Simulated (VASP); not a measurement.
The system is SrTl3.

```xyz
4
Lattice="4.9442 0.0000 0.0000 0.0000 4.9442 0.0000 0.0000 0.0000 4.9442" Properties=species:S:1:pos:R:3 pbc="T T T"
Sr    0.0000    0.0000    0.0000
Tl    0.0000    2.4721    2.4721
Tl    2.4721    0.0000    2.4721
Tl    2.4721    2.4721    0.0000
```

```yaml
Program: VASP 6.6.1
Task: relaxation of volume and atoms at fixed shape
Functional: PBEsol
Potentials_or_basis: VASP PAW PBE potentials, release 64 (Sr_sv, Tl_d)
Cutoff: 600 eV
k_mesh: 5 × 5 × 5
Occupations: fermi-dirac, width 0.05 eV
Spin: no spin polarisation
```

At the start: pressure -1.2 GPa; volume 30.22 Å³/atom.

Q: How do energy, volume and symmetry change on relaxing?

A: Over 3 steps the energy falls by 4.1 meV/atom and the volume is 29.14 Å³/atom (-3.5 %); space group Pm-3m (No. 221, to 0.05 Å).

Step by step:
| step | energy change (eV) | largest force (eV/Å) | pressure (GPa) | volume (Å³) |
| --- | --- | --- | --- | --- |
| 1 | 0.0000 | 0.0000 | -1.18 | 120.86 |
| 2 | -0.0161 | 0.0000 | -0.13 | 117.02 |
| 3 | -0.0163 | 0.0000 | -0.02 | 116.58 |

Final structure:
```yaml
crystal:
  lattice:
    - [4.88510, 0.00000, 0.00000]
    - [0.00000, 4.88510, 0.00000]
    - [0.00000, 0.00000, 4.88510]
  atoms:
    - { symbol: Sr, position: [0.00000, 0.00000, 0.00000] }
    - { symbol: Tl, position: [0.00000, 0.50000, 0.50000] }
    - { symbol: Tl, position: [0.50000, 0.00000, 0.50000] }
    - { symbol: Tl, position: [0.50000, 0.50000, 0.00000] }
```

Caveat: the PAW data sets were made with another functional, which shifts forces and pressure a little.
